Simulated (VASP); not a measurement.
Here is a VASP 6.6.1 calculation.

File POSCAR:

```
Ag
1.0
    0.0000000000      2.0521781806      2.0521781806
    2.0521781806      0.0000000000      2.0521781806
    2.0521781806      2.0521781806      0.0000000000
Ag
1
Direct
    0.0000000000      0.0000000000      0.0000000000
```

Contents of INCAR.step1:

```
SYSTEM = Ag
PREC = Accurate ; ENCUT = 600
ISMEAR = 0 ; SIGMA = 0.1
LREAL = .FALSE. ; LASPH = .TRUE.
NELM = 100 ; GGA = PE
ALGO = Normal ; EDIFF = 1E-4
LWAVE = .TRUE. ; LCHARG = .FALSE.
```

INCAR.step2

```
SYSTEM = Ag
PREC = Accurate ; ENCUT = 600
EDIFF = 1E-7 ; ISMEAR = 0
SIGMA = 0.1 ; LREAL = .FALSE.
LASPH = .TRUE. ; NELM = 100
ALGO = Normal ; ISIF = 3
LWAVE = .FALSE. ; LCHARG = .FALSE.
METAGGA = R2SCAN ; LMIXTAU = .TRUE.
IBRION = 2 ; NSW = 100
EDIFFG = -0.005 ; ISTART = 1
```

File KPOINTS:

```
regular mesh
0
G
  18 18 18
  0 0 0
```

Potentials or basis: VASP PAW PBE potentials, release 64 (Ag).

Command:

```console
$ cat potpaw_PBE.64/Ag/POTCAR > POTCAR
$ cp INCAR.step1 INCAR
$ mpirun -np 1 vasp_std > vasp.out
$ cp INCAR.step2 INCAR
$ mpirun -np 1 vasp_std > vasp.out
```

Task: Predict the relaxed cell.

Result: a = 2.903 Å, b = 2.903 Å, c = 2.903 Å, α = 60.00°, β = 60.00°, γ = 60.00°.

Task: Predict the relaxed volume.

Result: 17.30 Å³/atom.

Task: What does it give for the space group after relaxing (to 0.05 Å)?

Result: Fm-3m (No. 225).

Final structure:
```
Ag
1.0
     0.00000    2.05272    2.05272
     2.05272    0.00000    2.05272
     2.05272    2.05272    0.00000
Ag
1
Direct
  0.00000 0.00000 0.00000
```

Caveat: the PAW data sets were made with another functional, which shifts forces and pressure a little.
